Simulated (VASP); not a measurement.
A run of VASP 6.6.1:

The input POSCAR:

```
Y
1.0
    3.6804414016      0.0000000000      0.0000000000
   -1.8402207008      3.1873557510      0.0000000000
    0.0000000000      0.0000000000      5.7277616796
Y
2
Direct
    0.3333333333      0.6666666667      0.2500000000
    0.6666666667      0.3333333333      0.7500000000
```

INCAR.step1

```
SYSTEM = Y
ALGO = Normal ; EDIFF = 1E-4
ENCUT = 520 ; GGA = PE
ISMEAR = -1 ; LASPH = .TRUE.
LCHARG = .FALSE. ; LREAL = .FALSE.
LWAVE = .TRUE. ; NBANDS = 18
NELM = 100 ; PREC = Accurate
SIGMA = 0.1
```

INCAR.step2

```
SYSTEM = Y
ALGO = Normal ; EDIFF = 1E-6
ENCUT = 520 ; ISIF = 2
ISMEAR = -1 ; ISTART = 1
LASPH = .TRUE. ; LCHARG = .TRUE.
LELF = .TRUE. ; LMIXTAU = .TRUE.
LREAL = .FALSE. ; LVHAR = .TRUE.
LWAVE = .FALSE. ; METAGGA = R2SCAN
NBANDS = 18 ; NELM = 100
PREC = Accurate ; SIGMA = 0.1
```

File KPOINTS:

```
k-points
0
G
  8 8 5
  0 0 0
```

Potentials or basis: VASP PAW PBE potentials, release 64 (Y_sv).

Run with:

```sh
$ cat potpaw_PBE.64/Y_sv/POTCAR > POTCAR
$ cp INCAR.step1 INCAR
$ mpirun -np 1 vasp_std > vasp.out
$ cp INCAR.step2 INCAR
$ mpirun -np 1 vasp_std > vasp.out
```

Hardware: 1 thread of Intel Xeon 8259CL, with other jobs on the host.

**Question.** How long does it take, and how much memory?

**Answer.** Wall time 4.9 min on 1 thread of Intel Xeon 8259CL (shared host), peak memory 0.22 GiB. Counts: k points 30.
